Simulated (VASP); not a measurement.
# BN (Fm-3m) in VASP: a series of runs

BN is run at these levels: LDA, PBE; tasks: G0W0 quasiparticle levels.

All numbers are computed with VASP 6.6.1; they aren't measurements. Logs are shortened: lines on timing, memory, paths and dates and some standing lists are left out, and cuts for length are marked.

## (1) The cell of the first run

It takes space group Fm-3m (No. 225, cubic). Conventional cell: a = 3.492 Å, b = 3.492 Å, c = 3.492 Å, α = 90.00°, β = 90.00°, γ = 90.00°. Within 2.3 Å of B (site symmetry m-3m) lie 6 N at 1.75 Å. N (site symmetry m-3m) has 6 B at 1.75 Å within 2.3 Å.

## (2) G0W0 quasiparticle levels, LDA

POSCAR

```
BN
1.0
    0.0000000000      1.7458259350      1.7458259350
    1.7458259350      0.0000000000      1.7458259350
    1.7458259350      1.7458259350      0.0000000000
B N
1 1
Direct
    0.0000000000      0.0000000000      0.0000000000
    0.5000000000      0.5000000000      0.5000000000
```

INCAR.step1

```
PREC = Accurate
ENCUT = 500
EDIFF = 1E-8
ISMEAR = 0
SIGMA = 0.01
LREAL = False
LASPH = True
NELM = 60
ALGO = Normal
LWAVE = True
LCHARG = False
```

INCAR.step2

```
PREC = Accurate
ENCUT = 500
EDIFF = 1E-8
ISMEAR = 0
SIGMA = 0.01
LREAL = False
LASPH = True
NELM = 1
ALGO = Exact
LWAVE = True
LCHARG = False
NBANDS = 124
LOPTICS = True
ISTART = 1
```

INCAR.step3

```
PREC = Accurate
ENCUT = 500
EDIFF = 1E-8
ISMEAR = 0
SIGMA = 0.01
LREAL = False
LASPH = True
ALGO = EVGW0
LWAVE = False
LCHARG = False
NELMGW = 1
NBANDS = 124
ENCUTGW = 150.0
NOMEGA = 48
PRECFOCK = Fast
ISTART = 1
NBANDSGW = 12
```

KPOINTS

```
Automatic mesh
0
Gamma
  4 4 4
```

Potentials or basis: VASP PAW LDA potentials, release 64 (B_GW, N_GW).

Started as:

```console
cat potpaw_LDA.64/B_GW/POTCAR potpaw_LDA.64/N_GW/POTCAR > POTCAR
cp INCAR.step1 INCAR
mpirun -np 1 vasp_std > vasp.out
cp INCAR.step2 INCAR
mpirun -np 1 vasp_std > vasp.out
cp INCAR.step3 INCAR
mpirun -np 1 vasp_std > vasp.out
```

OUTCAR:

```text
PREC = Accurate
   ENCUT = 500
   EDIFF = 1E-8
   ISMEAR = 0
   LREAL = False
   LASPH = True
   NELMGW = 1
   ENCUTGW = 150.0
   PRECFOCK = Fast
   ISTART = 1

 ion  position               nearest neighbor table
   1  0.000  0.000  0.000-   2 1.75   2 1.75   2 1.75   2 1.75   2 1.75   2 1.75
   2  0.500  0.500  0.500-   1 1.75   1 1.75   1 1.75   1 1.75   1 1.75   1 1.75

  LATTYP: Found a face centered cubic cell.
 ALAT       =     3.4916518700

  Lattice vectors:

 A1 = (   0.0000000000,   1.7458259350,   1.7458259350)
 A2 = (   1.7458259350,   0.0000000000,   1.7458259350)
 A3 = (   1.7458259350,   1.7458259350,   0.0000000000)

Analysis of symmetry for initial positions (statically):
=====================================================================
 Subroutine PRICEL returns:
 Original cell was already a primitive cell.

 Routine SETGRP: Setting up the symmetry group for a
 face centered cubic supercell.

 Subroutine GETGRP returns: Found 48 space group operations
 (whereof 48 operations were pure point group operations)
 out of a pool of 48 trial point group operations.

The static configuration has the point symmetry O_h .

Analysis of symmetry for dynamics (positions and initial velocities):
=====================================================================
 Subroutine PRICEL returns:
 Original cell was already a primitive cell.

 Routine SETGRP: Setting up the symmetry group for a
 face centered cubic supercell.

 Subroutine GETGRP returns: Found 48 space group operations
 (whereof 48 operations were pure point group operations)
 out of a pool of 48 trial point group operations.

The dynamic configuration has the point symmetry O_h .

 Subroutine INISYM returns: Found 48 space group operations
 (whereof 48 operations are pure point group operations),
 and found     1 'primitive' translations

----------------------------------------------------------------------------------------

                                     Primitive cell

  volume of cell :      10.6422

  direct lattice vectors                    reciprocal lattice vectors
     0.000000000  1.745825935  1.745825935    -0.286397395  0.286397395  0.286397395
     1.745825935  0.000000000  1.745825935     0.286397395 -0.286397395  0.286397395
     1.745825935  1.745825935  0.000000000     0.286397395  0.286397395 -0.286397395

  length of vectors
     2.468970715  2.468970715  2.468970715     0.496054839  0.496054839  0.496054839

  position of ions in fractional coordinates (direct lattice)
     0.000000000  0.000000000  0.000000000
     0.500000000  0.500000000  0.500000000

  ion indices of the primitive-cell ions
   primitive index   ion index
                 1           1
                 2           2

----------------------------------------------------------------------------------------

 KPOINTS: Automatic mesh

Automatic generation of k-mesh.
 Grid dimensions read from file:
 generate k-points for:    4    4    4

 Generating k-lattice:

  Cartesian coordinates                     Fractional coordinates (reciprocal lattice)
    -0.071599349  0.071599349  0.071599349     0.250000000  0.000000000  0.000000000
     0.071599349 -0.071599349  0.071599349     0.000000000  0.250000000  0.000000000
     0.071599349  0.071599349 -0.071599349     0.000000000  0.000000000  0.250000000

  Length of vectors
     0.124013710  0.124013710  0.124013710

  Shift w.r.t. Gamma in fractional coordinates (k-lattice)
     0.000000000  0.000000000  0.000000000

 Subroutine IBZKPT returns following result:
 ===========================================

 Found      8 irreducible k-points:

 Following reciprocal coordinates:
            Coordinates               Weight
  0.000000  0.000000  0.000000      1.000000
  0.250000  0.000000  0.000000      8.000000
  0.500000  0.000000  0.000000      4.000000
  0.250000  0.250000  0.000000      6.000000
  0.500000  0.250000  0.000000     24.000000
 -0.250000  0.250000  0.000000     12.000000
  0.500000  0.500000  0.000000      3.000000
 -0.250000  0.500000  0.250000      6.000000
   k-points           NKPTS =      8   k-points in BZ     NKDIM =     64   number of bands    NBANDS=    124
   number of dos      NEDOS =    301   number of ions     NIONS =      2
   total plane-waves  NPLWV =   5832
   dimension x,y,z NGX =    18 NGY =   18 NGZ =   18
   dimension x,y,z NGXF=    36 NGYF=   36 NGZF=   36
   ions per type =               1   1
   NGX,Y,Z   is equivalent  to a cutoff of  12.12, 12.12, 12.12 a.u.
   NGXF,Y,Z  is equivalent  to a cutoff of  24.24, 24.24, 24.24 a.u.
 SYSTEM =  unknown system
   PREC   = accura    normal or accurate (medium, high low for compatibility)
   ISTART =      1    job   : 0-new  1-cont  2-samecut
   ICHARG =      0    charge: 1-file 2-atom 10-const
   ISPIN  =      1    spin polarized calculation?
   LNONCOLLINEAR =      F non collinear calculations
   LSORBIT =      F    spin-orbit coupling
   LASPH  =      T    aspherical Exc in radial PAW
   ENCUT  =  500.0 eV  36.75 Ry    6.06 a.u.   4.50  4.50  4.50*2*pi/ulx,y,z
   NELM   =     60;   NELMIN=  2; NELMDL=  0     # of ELM steps
   EDIFF  = 0.1E-07   stopping-criterion for ELM
   LREAL  =      F    real-space projection
   EDIFFG = 0.1E-06   stopping-criterion for IOM
   NSW    =      0    number of steps for IOM
   IBRION =     -1    ionic relax: 0-MD 1-quasi-New 2-CG
   NFREE  =      0    steps in history (QN), initial steepest desc. (CG)
   ISIF   =      0    stress and relaxation
   ISYM   =      3    0-nonsym 1-usesym 2-fastsym
   POTIM  = 0.5000    time-step for ionic-motion
   TEBEG  =    0.0;   TEEND  =   0.0 temperature during run
   PSTRESS=    0.0 pullay stress
   NELECT =       8.0000    total number of electrons
   NUPDOWN=      -1.0000    fix difference up-down
   EMIN   =  10.00;   EMAX   =-10.00  energy-range for DOS
   EFERMI =   0.00;   METHOD = LEGACY
   ISMEAR =     0;   SIGMA  =   0.01  broadening in eV -4-tet -1-fermi 0-gaus
   EFERMI_NEDOS =   21; number of points for ismear=-14 and -15
   IALGO  =     38    algorithm
   IMIX   =      4    mixing-type and parameters
     AMIX     =   0.40;   BMIX     =  1.00
     AMIX_MAG =   1.60;   BMIX_MAG =  1.00
  volume/ion in A,a.u.               =       5.32        35.91
  Fermi-wavevector in a.u.,A,eV,Ry     =   1.488540  2.812933 30.147133  2.215752
  Thomas-Fermi vector in A             =   2.601562
   LORBIT       =      0    0 simple, 1 ext, 2 COOP (PROOUT), +10 PAW based schemes
   GGA     = CA    functional components
   LHFCALC =     T    Hartree Fock is set to
   PRECFOCK=fast      Normal, Fast or Accurate (Low or Medium for compatibility)
   ENCUT4O =  -1.0   cutoff for four orbital integrals eV
   NKREDX  =     1    reduce k-point grid by
   NKREDY  =     1    reduce k-point grid by
   NKREDZ  =     1    reduce k-point grid by
   AEXX    =    1.0000 exact exchange contribution
   HFSCREEN=    0.0000 screening length (either q_TF or 0.3 A-1)
   HFSCREENC=   0.0000 screening length for correlation (either q_TF or 0.3 A-1)
   ENCUTFOCK=  -1.0 apply spherical cutoff to Coloumb kernel
   IVDW    =     0    specifies the selected vdW correction
   LEPSILON=     F    determine dielectric tensor
   LRPA    =     F    only Hartree local field effects (RPA)
   LRPAFORCE           =     F    calculate RPA forces
   ENCUTGW             = 150.0    cutoff for response function in eV
   ENCUTGWSOFT         = 120.0    soft cutoff for Coulomb kernel in GW response function in eV
   ENCUTLF             =  -1.0    cutoff for local field effects
   NELMGW              =     1    number of iterations in solving QP/BSE equation
   NELMHF              =     1    number of iterations in the inner HF iteration
   NKREDLFX            =     1    NKREDLFY  =   1   NKREDLFZ  =   1
 non-spin polarized calculation
 Gauss-broadening in eV      SIGMA  =   0.01
  energy-cutoff  :      500.00
  volume of cell :       10.64
 maximum number of plane-waves:       290
 NGX is ok and might be reduce to    18
  NGX = 10; NGY = 10; NGZ = 10
   NGX =  9   NGY =  9   NGZ =  9
 maximum number of plane-waves:        59
 NGX is ok and might be reduce to    10

 QP shifts <psi_nk| G(iteration)W_0 |psi_nk>: iteration 1
 for sc-GW calculations column KS-energies equals QP-energies in previous step
 and V_xc(KS)=  KS-energies - (<T + V_ion + V_H > + <T+V_H+V_ion>^1  + <V_x>^1)

 k-point   1 :       0.0000    0.0000    0.0000
  band No.  KS-energies  QP-energies   sigma(KS)   V_xc(KS)     V^pw_x(r,r')   Z            occupation Imag(sigma)

      1     -11.7957     -13.2503     -17.2210     -15.3362     -26.3159       0.7717       2.0000       1.9825
      2       9.6782       9.4819     -18.0723     -17.8252     -21.1097       0.7943       2.0000       0.1550
      3       9.6782       9.4819     -18.0723     -17.8252     -21.1097       0.7943       2.0000       0.1550
      4       9.6782       9.4819     -18.0723     -17.8252     -21.1097       0.7943       2.0000       0.1550
      5      20.0478      20.5813     -16.2059     -16.8972      -9.3334       0.7716       0.0000      -0.2545
      6      22.4150      23.5886     -13.6949     -15.2438      -5.6626       0.7577       0.0000      -0.4155
      7      22.4150      23.5886     -13.6949     -15.2438      -5.6626       0.7577       0.0000      -0.4155
      8      22.4150      23.5886     -13.6949     -15.2438      -5.6626       0.7577       0.0000      -0.4155
      9      29.0988      29.6898     -12.3938     -13.1051      -5.8856       0.8309       0.0000      -0.3471
     10      29.0988      29.6898     -12.3938     -13.1051      -5.8856       0.8309       0.0000      -0.3471
     11      29.0988      29.6898     -12.3938     -13.1051      -5.8856       0.8309       0.0000      -0.3471
     12      34.5013      35.0673     -10.6652     -11.3653      -2.9796       0.8085       0.0000      -0.5356

 k-point   2 :       0.2500    0.0000    0.0000
  band No.  KS-energies  QP-energies   sigma(KS)   V_xc(KS)     V^pw_x(r,r')   Z            occupation Imag(sigma)
[... 97 lines left out ...]
      1      -3.4665      -4.6462     -18.9644     -17.4340     -26.4505       0.7709       2.0000       1.0238
      2       1.0029       0.3965     -16.0461     -15.2540     -20.8935       0.7656       2.0000       0.3906
      3       1.0029       0.3965     -16.0461     -15.2540     -20.8935       0.7656       2.0000       0.3906
      4       3.6321       2.9363     -16.3270     -15.4345     -20.1976       0.7795       2.0000       0.2547
      5      17.7449      18.5412     -15.7845     -16.7986      -9.9581       0.7852       0.0000      -0.1676
      6      18.2477      19.2023     -13.4137     -14.6288      -6.7791       0.7856       0.0000      -0.1938
      7      24.8327      26.1933     -15.6323     -17.4120      -7.9105       0.7645       0.0000      -0.3820
      8      24.8327      26.1933     -15.6323     -17.4120      -7.9105       0.7645       0.0000      -0.3820
      9      30.1489      30.9336     -12.1658     -13.1433      -4.2904       0.8028       0.0000      -0.7415
     10      30.1489      30.9336     -12.1658     -13.1433      -4.2904       0.8028       0.0000      -0.7415
     11      50.1368      51.5438     -13.4603     -15.0454      -4.8236       0.8877       0.0000      -2.5785
     12      50.9107      52.2013     -12.1014     -13.6374      -3.2200       0.8402       0.0000      -2.0921
```

Wall time 8.5 s (1 thread of Intel Xeon 6975P-C (Granite Rapids), shared host); peak memory 0.16 GiB.

Results:

| Property | Result |
| --- | --- |
| Quasiparticle gap | 2.37 eV |
| Least direct quasiparticle gap | 6.71 eV |
| Band gap of the starting levels on the mesh | 1.96 eV |
| Least direct gap of the starting levels on the mesh | 5.62 eV |

Caveat: the k points lie up to 0.78 Å⁻¹ apart; bands, screening cutoff and mesh are small and nothing is extrapolated, so the quasiparticle values aren't converged; the structure was generated, so it needn't be the stable form of BN.

(Continued in part 2 of 2.)
